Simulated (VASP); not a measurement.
# BAs (Pm-3m) in VASP: settings compared, part 2 of 2

VASP 6.6.1. The steps go on from the part before.

## (5) Single point, PBE-based screened hybrid with 25 % exact exchange

File POSCAR:

```
BAs
1.0
    2.9570103300      0.0000000000      0.0000000000
    0.0000000000      2.9570103300      0.0000000000
    0.0000000000      0.0000000000      2.9570103300
B As
1 1
Direct
    0.5000000000      0.5000000000      0.5000000000
    0.0000000000      0.0000000000      0.0000000000
```

File INCAR.step1:

```
ALGO = Normal ; EDIFF = 1E-5
ENCUT = 520 ; GGA = PE
ISIF = 2 ; ISMEAR = -1
LASPH = True ; LCHARG = False
LREAL = False ; LWAVE = True
NBANDS = 11 ; NELM = 60
PREC = Accurate ; SIGMA = 0.05
```

File INCAR.step2:

```
AEXX = 0.25 ; ALGO = Normal
EDIFF = 1E-6 ; ENCUT = 520
GGA = PE ; HFSCREEN = 0.3
ISIF = 2 ; ISMEAR = -1
ISTART = 1 ; LASPH = True
LCHARG = False ; LHFCALC = True
LREAL = False ; LWAVE = False
NBANDS = 11 ; NELM = 60
PREC = Accurate ; PRECFOCK = Normal
SIGMA = 0.05
```

File KPOINTS:

```
k-points
0
Gamma
  5 5 5
```

Potentials or basis: VASP PAW PBE potentials, release 64 (B, As).

The run is started by

```sh
$ cat potpaw_PBE.64/B/POTCAR potpaw_PBE.64/As/POTCAR > POTCAR
$ cp INCAR.step1 INCAR
$ mpirun -np 1 vasp_std > vasp.out
$ cp INCAR.step2 INCAR
$ mpirun -np 1 vasp_std > vasp.out
```

OUTCAR:

```text
AEXX = 0.25
   EDIFF = 1E-6
   ENCUT = 520
   GGA = PE
   HFSCREEN = 0.3
   ISIF = 2
   ISMEAR = -1
   ISTART = 1
   LASPH = True
   LHFCALC = True
   LREAL = False
   NELM = 60
   PREC = Accurate
   PRECFOCK = Normal

 ion  position               nearest neighbor table
   1  0.500  0.500  0.500-
   2  0.000  0.000  0.000-

  LATTYP: Found a simple cubic cell.
 ALAT       =     2.9570103300

  Lattice vectors:

 A1 = (   2.9570103300,   0.0000000000,   0.0000000000)
 A2 = (   0.0000000000,   2.9570103300,   0.0000000000)
 A3 = (   0.0000000000,   0.0000000000,   2.9570103300)

Analysis of symmetry for initial positions (statically):
=====================================================================
 Subroutine PRICEL returns:
 Original cell was already a primitive cell.

 Routine SETGRP: Setting up the symmetry group for a
 simple cubic supercell.

 Subroutine GETGRP returns: Found 48 space group operations
 (whereof 48 operations were pure point group operations)
 out of a pool of 48 trial point group operations.

The static configuration has the point symmetry O_h .

Analysis of symmetry for dynamics (positions and initial velocities):
=====================================================================
 Subroutine PRICEL returns:
 Original cell was already a primitive cell.

 Routine SETGRP: Setting up the symmetry group for a
 simple cubic supercell.

 Subroutine GETGRP returns: Found 48 space group operations
 (whereof 48 operations were pure point group operations)
 out of a pool of 48 trial point group operations.

The dynamic configuration has the point symmetry O_h .

 Subroutine INISYM returns: Found 48 space group operations
 (whereof 48 operations are pure point group operations),
 and found     1 'primitive' translations

[... 109 lines left out ...]
   NKREDY  =     1    reduce k-point grid by
   NKREDZ  =     1    reduce k-point grid by
   AEXX    =    0.2500 exact exchange contribution
   HFSCREEN=    0.3000 screening length (either q_TF or 0.3 A-1)
   HFSCREENC=   0.3000 screening length for correlation (either q_TF or 0.3 A-1)
   ENCUTFOCK=  -1.0 apply spherical cutoff to Coloumb kernel
   IVDW    =     0    specifies the selected vdW correction
   LEPSILON=     F    determine dielectric tensor
   LRPA    =     F    only Hartree local field effects (RPA)
 non-spin polarized calculation
  energy-cutoff  :      520.00
  volume of cell :       25.86
 maximum number of plane-waves:       739
 NGX is ok and might be reduce to    24
  NGX = 18; NGY = 18; NGZ = 18

 number of electron       7.9999998 magnetization

 Free energy of the ion-electron system (eV)
  ---------------------------------------------------
  ext. energy  EPLUGINS =         0.00000000
  ---------------------------------------------------
  free energy    TOTEN  =        -9.34622046 eV

  energy without entropy =       -9.34244654  energy(sigma->0) =       -9.34433350

 E-fermi :   7.0735     XC(G=0):  -9.4906

 val. band max:        6.9193432694   @ k =   0.4000   0.4000   0.2000
 cond. band min:       7.3464780587   @ k =   0.2000   0.2000   0.0000
 fundamental gap:      0.4271347893
 Fermi energy:         7.0735212437

 k-point     1 :       0.0000    0.0000    0.0000
  band No.  band energies     occupation
      1     -10.3502      2.00000
      2       5.9406      2.00000
      3       5.9406      2.00000
      4       5.9406      2.00000
      5       6.4002      2.00000
      6      12.8665      0.00000
      7      12.8665      0.00000
      8      16.9345      0.00000
      9      16.9345      0.00000
     10      16.9345      0.00000
     11      26.4049      0.00000
[... 113 lines left out ...]
 k-point    10 :       0.4000    0.4000    0.4000
  band No.  band energies     occupation
      1      -2.7482      2.00000
      2       1.3450      2.00000
      3       2.7894      2.00000
      4       2.7894      2.00000
      5       4.7450      2.00000
      6       6.5698      1.99992
      7       6.5698      1.99992
      8       9.2188      0.00000
      9      25.3029      0.00000
     10      26.2725      0.00000
     11      26.2725      0.00000

------------------------ aborting loop because EDIFF is reached ----------------------------------------

  FORCE on cell =-STRESS in cart. coord.  units (eV):
  Direction    XX          YY          ZZ          XY          YZ          ZX
  --------------------------------------------------------------------------------------
  -------------------------------------------------------------------------------------
  Total       -1.3816988     -1.3816988     -1.3816988      0.0000000      0.0000000     -0.0000000
  in kB      -85.6180734    -85.6180734    -85.6180734      0.0000000      0.0000000     -0.0000000
  external PRESSURE =     -85.6180734 kB  Pullay stress =       0.0000000 kB

 VOLUME and BASIS-vectors are now :
 -----------------------------------------------------------------------------
  energy-cutoff  :      520.00
  volume of cell :       25.86
      direct lattice vectors                 reciprocal lattice vectors
     2.957010330  0.000000000  0.000000000     0.338179407  0.000000000  0.000000000
     0.000000000  2.957010330  0.000000000     0.000000000  0.338179407  0.000000000
     0.000000000  0.000000000  2.957010330     0.000000000  0.000000000  0.338179407

 POSITION                                       TOTAL-FORCE (eV/Angst)
 -----------------------------------------------------------------------------------
      1.47851      1.47851      1.47851         0.000000      0.000000      0.000000
      0.00000      0.00000      0.00000         0.000000      0.000000      0.000000
 -----------------------------------------------------------------------------------
    total drift:                                0.000009     -0.000006     -0.000007

  FREE ENERGIE OF THE ION-ELECTRON SYSTEM (eV)
  ---------------------------------------------------
  free  energy   TOTEN  =        -9.3462204623 eV

  energy  without entropy=       -9.3424465368  energy(sigma->0) =       -9.34433350
```

OSZICAR.step1:

```text
N       E                     dE             d eps       ncg     rms          rms(c)
DAV:   1     0.855220100610E+01    0.85522E+01   -0.37372E+03   220   0.634E+02
DAV:   2    -0.800303081531E+01   -0.16555E+02   -0.15986E+02   327   0.972E+01
DAV:   3    -0.838560706155E+01   -0.38258E+00   -0.38100E+00   265   0.109E+01
DAV:   4    -0.838613949660E+01   -0.53244E-03   -0.53242E-03   247   0.491E-01
DAV:   5    -0.838613982105E+01   -0.32445E-06   -0.32414E-06   251   0.136E-02    0.288E+00
DAV:   6    -0.830163902795E+01    0.84501E-01   -0.37771E-01   235   0.198E+00    0.158E+00
DAV:   7    -0.829909458655E+01    0.25444E-02   -0.21389E-02   250   0.823E-01    0.802E-01
DAV:   8    -0.829808836529E+01    0.10062E-02   -0.17503E-03   232   0.305E-01    0.566E-02
DAV:   9    -0.829808020897E+01    0.81563E-05   -0.15946E-04   253   0.519E-02    0.227E-02
DAV:  10    -0.829808086345E+01   -0.65448E-06   -0.96257E-06   134   0.224E-02
   1 F= -.82980809E+01 E0= -.82958158E+01  d E =-.453021E-02
```

It took 2.1 min on 1 thread of Intel Xeon Platinum 8488C (Sapphire Rapids), shared host; peak memory 0.24 GiB.

Results:

| Property | Result |
| --- | --- |
| Free energy | -9.3462 eV |
| Pressure | -8.6 GPa |
| Band gap on the k mesh | zero (bands 4 and 5 overlap by 3.98 eV) |

Caveat: the k points lie up to 0.42 Å⁻¹ apart, too coarse for converged energies and pressures of a metal; the PAW data sets were made with another functional, which shifts forces and pressure a little.

## (6) Overview

| task | level | cell | cutoff (eV) | screening parameter | gap on the mesh (eV) | pressure (GPa) | relaxed volume (Å³/atom) |
| --- | --- | --- | --- | --- | --- | --- | --- |
| relaxation of cell and atoms | HSE06 | relaxed | 600 | 0.2079 1/Å | none | -0.1 | 11.90 |
| single point | PBEsol-based global hybrid with 25 % exact exchange | as given | 520 | - | none | -11.7 | - |
| relaxation of cell and atoms | PBE0 | relaxed | 600 | - | none | 0.0 | 11.84 |
| single point | PBE-based screened hybrid with 25 % exact exchange | as given | 520 | 0.3 1/Å | none | -8.6 | - |

Alike in all rows: potentials or basis VASP PAW PBE potentials, release 64 (B, As); no spin polarisation; k mesh 5 × 5 × 5; smearing fermi-dirac 0.05 eV.

Caveats: all runs use coarse meshes; the PAW data sets were made with another functional, which shifts forces and pressure a little.

Total energies depend on the potentials used, so only differences within one code and one set of settings carry meaning.
